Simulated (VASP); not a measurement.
# B (Im-3m) in VASP: a series of runs

Runs on B. Level: RPBE. Tasks: single point.

Everything below comes from runs of VASP 6.6.1. Logs are shortened: lines on timing, memory, paths and dates and some standing lists are left out, and cuts for length are marked.

## (1) The cell of the first run

It takes space group Im-3m (No. 229, cubic). Conventional cell: a = 2.225 Å, b = 2.225 Å, c = 2.225 Å, α = 90.00°, β = 90.00°, γ = 90.00°. Within 2.6 Å of B (site symmetry m-3m) lie 14 B at 1.93 to 2.22 Å.

This isn't the form of B at room conditions, which is rhombohedral.

## (2) Single point, RPBE (5.50 Å³/atom)

Input file INCAR:

```
PREC = Accurate ; ENCUT = 520
EDIFF = 1E-6 ; ISMEAR = -1
SIGMA = 0.1 ; LREAL = False
LASPH = True ; NELM = 80
ALGO = Normal ; ISIF = 2
LWAVE = False ; LCHARG = False
GGA = RP ; NBANDS = 8
```

Input file KPOINTS:

```
regular mesh
0
Gamma
  31 31 31
```

Input file POSCAR:

```
B
1.0
   -1.1122911656      1.1122911656      1.1122911656
    1.1122911656     -1.1122911656      1.1122911656
    1.1122911656      1.1122911656     -1.1122911656
B
1
Direct
    0.0000000000      0.0000000000      0.0000000000
```

Potentials or basis: VASP PAW PBE potentials, release 64 (B).

On the command line:

```
> cat potpaw_PBE.64/B/POTCAR > POTCAR
> mpirun -np 1 vasp_std > vasp.out
```

OUTCAR:

```text
PREC = Accurate
   ENCUT = 520
   EDIFF = 1E-6
   ISMEAR = -1
   LREAL = False
   LASPH = True
   NELM = 80
   ISIF = 2
   GGA = RP

 ion  position               nearest neighbor table
   1  0.000  0.000  0.000-

  LATTYP: Found a body centered cubic cell.
 ALAT       =     2.2245823312

  Lattice vectors:

 A1 = (  -1.1122911656,   1.1122911656,   1.1122911656)
 A2 = (   1.1122911656,  -1.1122911656,   1.1122911656)
 A3 = (   1.1122911656,   1.1122911656,  -1.1122911656)

Analysis of symmetry for initial positions (statically):
=====================================================================
 Subroutine PRICEL returns:
 Original cell was already a primitive cell.

 Routine SETGRP: Setting up the symmetry group for a
 body centered cubic supercell.

 Subroutine GETGRP returns: Found 48 space group operations
 (whereof 48 operations were pure point group operations)
 out of a pool of 48 trial point group operations.

The static configuration has the point symmetry O_h .

Analysis of symmetry for dynamics (positions and initial velocities):
=====================================================================
 Subroutine PRICEL returns:
 Original cell was already a primitive cell.

 Routine SETGRP: Setting up the symmetry group for a
 body centered cubic supercell.

 Subroutine GETGRP returns: Found 48 space group operations
 (whereof 48 operations were pure point group operations)
 out of a pool of 48 trial point group operations.

The dynamic configuration has the point symmetry O_h .

 Subroutine INISYM returns: Found 48 space group operations
 (whereof 48 operations are pure point group operations),
 and found     1 'primitive' translations

----------------------------------------------------------------------------------------

                                     Primitive cell

  volume of cell :       5.5045

  direct lattice vectors                    reciprocal lattice vectors
    -1.112291166  1.112291166  1.112291166     0.000000000  0.449522585  0.449522585
     1.112291166 -1.112291166  1.112291166     0.449522585  0.000000000  0.449522585
     1.112291166  1.112291166 -1.112291166     0.449522585  0.449522585  0.000000000

  length of vectors
     1.926544812  1.926544812  1.926544812     0.635720936  0.635720936  0.635720936

  position of ions in fractional coordinates (direct lattice)
     0.000000000  0.000000000  0.000000000

  ion indices of the primitive-cell ions
   primitive index   ion index
                 1           1

----------------------------------------------------------------------------------------

 KPOINTS: regular mesh

Automatic generation of k-mesh.
 Grid dimensions read from file:
 generate k-points for:   31   31   31

 Generating k-lattice:

  Cartesian coordinates                     Fractional coordinates (reciprocal lattice)
     0.000000000  0.014500729  0.014500729     0.032258065  0.000000000  0.000000000
     0.014500729  0.000000000  0.014500729     0.000000000  0.032258065  0.000000000
     0.014500729  0.014500729  0.000000000     0.000000000  0.000000000  0.032258065

  Length of vectors
     0.020507127  0.020507127  0.020507127

  Shift w.r.t. Gamma in fractional coordinates (k-lattice)
     0.000000000  0.000000000  0.000000000

 Subroutine IBZKPT returns following result:
 ===========================================

 Found    816 irreducible k-points:

 Following reciprocal coordinates:
            Coordinates               Weight
  0.000000  0.000000  0.000000      1.000000
  0.032258  0.000000  0.000000     12.000000
  0.064516  0.000000  0.000000     12.000000
  0.096774  0.000000  0.000000     12.000000
  0.129032  0.000000  0.000000     12.000000
  0.161290  0.000000  0.000000     12.000000
[... 16 lines left out ...]
  0.225806  0.032258  0.000000     48.000000
  0.258065  0.032258 -0.000000     48.000000
 [... further k-points ...]
   k-points           NKPTS =    816   k-points in BZ     NKDIM =    816   number of bands    NBANDS=      8
   number of dos      NEDOS =    301   number of ions     NIONS =      1
   total plane-waves  NPLWV =   2744
   dimension x,y,z NGX =    14 NGY =   14 NGZ =   14
   dimension x,y,z NGXF=    28 NGYF=   28 NGZF=   28
   ions per type =               1
   NGX,Y,Z   is equivalent  to a cutoff of  12.08, 12.08, 12.08 a.u.
   NGXF,Y,Z  is equivalent  to a cutoff of  24.16, 24.16, 24.16 a.u.
 SYSTEM =  unknown system
   PREC   = accura    normal or accurate (medium, high low for compatibility)
   ISTART =      0    job   : 0-new  1-cont  2-samecut
   ICHARG =      2    charge: 1-file 2-atom 10-const
   ISPIN  =      1    spin polarized calculation?
   LNONCOLLINEAR =      F non collinear calculations
   LSORBIT =      F    spin-orbit coupling
   LASPH  =      T    aspherical Exc in radial PAW
   ENCUT  =  520.0 eV  38.22 Ry    6.18 a.u.   3.58  3.58  3.58*2*pi/ulx,y,z
   NELM   =     80;   NELMIN=  2; NELMDL= -5     # of ELM steps
   EDIFF  = 0.1E-05   stopping-criterion for ELM
   LREAL  =      F    real-space projection
   EDIFFG = 0.1E-04   stopping-criterion for IOM
   NSW    =      0    number of steps for IOM
   IBRION =     -1    ionic relax: 0-MD 1-quasi-New 2-CG
   NFREE  =      0    steps in history (QN), initial steepest desc. (CG)
   ISIF   =      2    stress and relaxation
   ISYM   =      2    0-nonsym 1-usesym 2-fastsym
   POTIM  = 0.5000    time-step for ionic-motion
   TEBEG  =    0.0;   TEEND  =   0.0 temperature during run
   PSTRESS=    0.0 pullay stress
   NELECT =       3.0000    total number of electrons
   NUPDOWN=      -1.0000    fix difference up-down
   EMIN   =  10.00;   EMAX   =-10.00  energy-range for DOS
   EFERMI =   0.00;   METHOD = LEGACY
   ISMEAR =    -1;   SIGMA  =   0.10  broadening in eV -4-tet -1-fermi 0-gaus
   EFERMI_NEDOS =   21; number of points for ismear=-14 and -15
   IALGO  =     38    algorithm
   IMIX   =      4    mixing-type and parameters
     AMIX     =   0.40;   BMIX     =  1.00
     AMIX_MAG =   1.60;   BMIX_MAG =  1.00
  volume/ion in A,a.u.               =       5.50        37.15
  Fermi-wavevector in a.u.,A,eV,Ry     =   1.337242  2.527021 24.330168  1.788217
  Thomas-Fermi vector in A             =   2.465806
   LORBIT       =      0    0 simple, 1 ext, 2 COOP (PROOUT), +10 PAW based schemes
   GGA     = RP    functional components
   LHFCALC =     F    Hartree Fock is set to
   AEXX    =    0.0000 exact exchange contribution
   IVDW    =     0    specifies the selected vdW correction
   LEPSILON=     F    determine dielectric tensor
   LRPA    =     F    only Hartree local field effects (RPA)
 non-spin polarized calculation
  energy-cutoff  :      520.00
  volume of cell :        5.50
 maximum number of plane-waves:       156
   NGX =  7   NGY =  7   NGZ =  7

 number of electron       3.0000000 magnetization

 Free energy of the ion-electron system (eV)
  ---------------------------------------------------
  ext. energy  EPLUGINS =         0.00000000
  ---------------------------------------------------
  free energy    TOTEN  =        -4.63472941 eV

  energy without entropy =       -4.62885744  energy(sigma->0) =       -4.63179342

 E-fermi :  11.4943     XC(G=0): -13.3230

 val. band max:       11.4798585127   @ k =  -0.2903   0.4839   0.0968
 cond. band min:      11.4993246645   @ k =   0.2903   0.0968   0.0968
 fundamental gap:      0.0194661518
 Fermi energy:        11.4942775090

 k-point     1 :       0.0000    0.0000    0.0000
  band No.  band energies     occupation
      1      -8.5675      2.00000
      2      28.8351      0.00000
      3      28.8351      0.00000
      4      28.8351      0.00000
      5      47.3774      0.00000
      6      47.3774      0.00000
      7      47.3774      0.00000
      8      51.3969      0.00000

 k-point     2 :       0.0323    0.0000    0.0000
  band No.  band energies     occupation
      1      -8.5175      2.00000
      2      28.6608      0.00000
      3      28.6956      0.00000
      4      28.8006      0.00000
      5      46.8177      0.00000
      6      46.8890      0.00000
      7      47.6371      0.00000
      8      50.1276      0.00000

 k-point     3 :       0.0645    0.0000    0.0000
  band No.  band energies     occupation
      1      -8.3676      2.00000
      2      28.1325      0.00000
      3      28.3010      0.00000
      4      28.6981      0.00000
      5      45.3860      0.00000
      6      45.6006      0.00000
      7      48.3924      0.00000
      8      49.6872      0.00000

 k-point     4 :       0.0968    0.0000    0.0000
  band No.  band energies     occupation
      1      -8.1178      2.00000
      2      27.2420      0.00000
      3      27.7104      0.00000
      4      28.5301      0.00000
      5      43.6378      0.00000
      6      44.2158      0.00000
      7      49.0346      0.00000
      8      49.5833      0.00000

 k-point     5 :       0.1290    0.0000    0.0000
  band No.  band energies     occupation
      1      -7.7683      2.00000
      2      25.9994      0.00000
      3      26.9940      0.00000
      4      28.3024      0.00000
      5      42.1382      0.00000
      6      42.8416      0.00000
      7      48.4992      0.00000
      8      50.6934      0.00000
[... 177 lines left out ...]
 k-point    22 :       0.1935    0.0323    0.0000
  band No.  band energies     occupation
      1      -6.4226      2.00000
      2      21.7156      0.00000
      3      24.8927      0.00000
      4      27.3657      0.00000
      5      39.8602      0.00000
      6      39.8952      0.00000
      7      48.1310      0.00000
      8      53.4210      0.00000

 k-point    23 :       0.2258    0.0323    0.0000
  band No.  band energies     occupation
      1      -5.7276      2.00000
      2      19.7321      0.00000
      3      24.1383      0.00000
      4      26.9971      0.00000
      5      38.9149      0.00000
      6      39.4537      0.00000
      7      48.3674      0.00000
      8      54.6997      0.00000

 k-point    24 :       0.2581    0.0323   -0.0000
  band No.  band energies     occupation
      1      -4.9369      2.00000
      2      17.7003      0.00000
      3      23.4439      0.00000
      4      26.6280      0.00000
      5      38.0442      0.00000
      6      39.2253      0.00000
      7      48.7823      0.00000
      8      56.0560      0.00000

 [... further k-points ...]
[... 5 lines left out ...]
  --------------------------------------------------------------------------------------
  -------------------------------------------------------------------------------------
  Total        1.2362182      1.2362182      1.2362182      0.0000000      0.0000000      0.0000000
  in kB      359.8241230    359.8241230    359.8241230      0.0000000      0.0000000      0.0000000
  external PRESSURE =     359.8241230 kB  Pullay stress =       0.0000000 kB

 VOLUME and BASIS-vectors are now :
 -----------------------------------------------------------------------------
  energy-cutoff  :      520.00
  volume of cell :        5.50
      direct lattice vectors                 reciprocal lattice vectors
    -1.112291166  1.112291166  1.112291166     0.000000000  0.449522585  0.449522585
     1.112291166 -1.112291166  1.112291166     0.449522585  0.000000000  0.449522585
     1.112291166  1.112291166 -1.112291166     0.449522585  0.449522585  0.000000000

 POSITION                                       TOTAL-FORCE (eV/Angst)
 -----------------------------------------------------------------------------------
      0.00000      0.00000      0.00000         0.000000      0.000000     -0.000000
 -----------------------------------------------------------------------------------
    total drift:                               -0.000000      0.000000      0.000000

  FREE ENERGIE OF THE ION-ELECTRON SYSTEM (eV)
  ---------------------------------------------------
  free  energy   TOTEN  =        -4.6347294074 eV

  energy  without entropy=       -4.6288574373  energy(sigma->0) =       -4.63179342
```

Wall time 17 s (1 thread of Intel Xeon 8259CL, shared host); peak memory 0.13 GiB.

Results:

- Free energy: -4.6347 eV
- Pressure: 36.0 GPa
- Band gap on the k mesh: zero (an odd number of electrons rules out a gap without spin polarisation)

Caveat: the cell stands under pressure; the PAW data sets were made with another functional, which shifts forces and pressure a little.

## (3) Single point, RPBE (5.75 Å³/atom)

This run uses another cell than the first one, of 5.75 Å³/atom.

Input file INCAR:

```
ALGO = Normal
EDIFF = 1E-7
ENCUT = 520
GGA = RP
ISIF = 2
ISMEAR = -1
LASPH = True
LCHARG = True
LELF = True
LREAL = False
LVHAR = True
LWAVE = False
NBANDS = 8
NELM = 80
PREC = Accurate
SIGMA = 0.1
```

Input file KPOINTS:

```
k-points
0
Gamma
  31 31 31
```

Input file POSCAR:

```
B
1.0
   -1.1288949741      1.1288949741      1.1288949741
    1.1288949741     -1.1288949741      1.1288949741
    1.1288949741      1.1288949741     -1.1288949741
B
1
Direct
    0.0000000000      0.0000000000      0.0000000000
```

Potentials or basis: VASP PAW PBE potentials, release 64 (B).

On the command line:

```
> cat potpaw_PBE.64/B/POTCAR > POTCAR
> mpirun -np 1 vasp_std > vasp.out
```

OUTCAR:

```text
EDIFF = 1E-7
   ENCUT = 520
   GGA = RP
   ISIF = 2
   ISMEAR = -1
   LASPH = True
   LREAL = False
   NELM = 80
   PREC = Accurate

 ion  position               nearest neighbor table
   1  0.000  0.000  0.000-

  LATTYP: Found a body centered cubic cell.
 ALAT       =     2.2577899482

  Lattice vectors:

 A1 = (  -1.1288949741,   1.1288949741,   1.1288949741)
 A2 = (   1.1288949741,  -1.1288949741,   1.1288949741)
 A3 = (   1.1288949741,   1.1288949741,  -1.1288949741)

Analysis of symmetry for initial positions (statically):
=====================================================================
 Subroutine PRICEL returns:
 Original cell was already a primitive cell.

 Routine SETGRP: Setting up the symmetry group for a
 body centered cubic supercell.

 Subroutine GETGRP returns: Found 48 space group operations
 (whereof 48 operations were pure point group operations)
 out of a pool of 48 trial point group operations.

The static configuration has the point symmetry O_h .

Analysis of symmetry for dynamics (positions and initial velocities):
=====================================================================
[... 152 lines left out ...]

  energy without entropy =       -4.67313275  energy(sigma->0) =       -4.67619017

 E-fermi :  10.9257     XC(G=0): -13.1338

 val. band max:       10.9197464799   @ k =   0.2903   0.1290   0.0645
 cond. band min:      10.9708130710   @ k =  -0.2903   0.4839   0.0968
 fundamental gap:      0.0510665911
 Fermi energy:        10.9256567416

 k-point     1 :       0.0000    0.0000    0.0000
  band No.  band energies     occupation
      1      -8.5881      2.00000
      2      27.5851      0.00000
      3      27.5851      0.00000
      4      27.5851      0.00000
      5      45.8916      0.00000
      6      45.8916      0.00000
      7      45.8916      0.00000
      8      49.8391      0.00000
[... 243 lines left out ...]
 k-point    24 :       0.2581    0.0323    0.0000
  band No.  band energies     occupation
      1      -5.0356      2.00000
      2      16.8873      0.00000
      3      22.4296      0.00000
      4      25.5082      0.00000
      5      36.8572      0.00000
      6      37.8572      0.00000
      7      47.2638      0.00000
      8      54.2563      0.00000

 [... further k-points ...]
[... 5 lines left out ...]
  --------------------------------------------------------------------------------------
  -------------------------------------------------------------------------------------
  Total        0.7612696      0.7612696      0.7612696     -0.0000000      0.0000000     -0.0000000
  in kB      211.9475909    211.9475909    211.9475909     -0.0000000      0.0000000     -0.0000000
  external PRESSURE =     211.9475909 kB  Pullay stress =       0.0000000 kB

 VOLUME and BASIS-vectors are now :
 -----------------------------------------------------------------------------
  energy-cutoff  :      520.00
  volume of cell :        5.75
      direct lattice vectors                 reciprocal lattice vectors
    -1.128894974  1.128894974  1.128894974     0.000000000  0.442910998  0.442910998
     1.128894974 -1.128894974  1.128894974     0.442910998  0.000000000  0.442910998
     1.128894974  1.128894974 -1.128894974     0.442910998  0.442910998  0.000000000

 POSITION                                       TOTAL-FORCE (eV/Angst)
 -----------------------------------------------------------------------------------
      0.00000      0.00000      0.00000        -0.000000      0.000000     -0.000000
 -----------------------------------------------------------------------------------
    total drift:                               -0.000000      0.000000      0.000000

  FREE ENERGIE OF THE ION-ELECTRON SYSTEM (eV)
  ---------------------------------------------------
  free  energy   TOTEN  =        -4.6792476035 eV

  energy  without entropy=       -4.6731327459  energy(sigma->0) =       -4.67619017
```

OSZICAR:

```text
N       E                     dE             d eps       ncg     rms          rms(c)
DAV:   1    -0.278750489412E+01   -0.27875E+01   -0.15767E+03 14600   0.297E+02
DAV:   2    -0.468495179838E+01   -0.18974E+01   -0.18233E+01 17328   0.341E+01
DAV:   3    -0.468683297156E+01   -0.18812E-02   -0.18811E-02 14520   0.113E+00
DAV:   4    -0.468683302424E+01   -0.52678E-07   -0.52959E-07 18624   0.562E-03
DAV:   5    -0.468683302319E+01    0.10525E-08   -0.23281E-11 14576   0.221E-05    0.177E+00
DAV:   6    -0.468193987008E+01    0.48932E-02   -0.11667E-04 15192   0.904E-02    0.106E+00
DAV:   7    -0.467924609817E+01    0.26938E-02   -0.45610E-04 14136   0.186E-01    0.292E-02
DAV:   8    -0.467924823489E+01   -0.21367E-05   -0.56308E-07 16200   0.605E-03    0.947E-03
DAV:   9    -0.467924757565E+01    0.65923E-06   -0.15694E-07 15448   0.362E-03    0.383E-04
DAV:  10    -0.467924760348E+01   -0.27824E-07   -0.13644E-10  7072   0.959E-05
   1 F= -.46792476E+01 E0= -.46761902E+01  d E =-.611486E-02
```

Run time: 23 s. Hardware: 1 thread of Intel Xeon 8259CL, shared host; peak memory 0.13 GiB.

Results:

```
Free energy            : -4.6792 eV
Pressure               : 21.2 GPa
Band gap on the k mesh : zero (an odd number of electrons rules out a gap without spin polarisation)
```

Caveat: the cell stands under pressure; the PAW data sets were made with another functional, which shifts forces and pressure a little.

(Continued in part 2 of 2.)
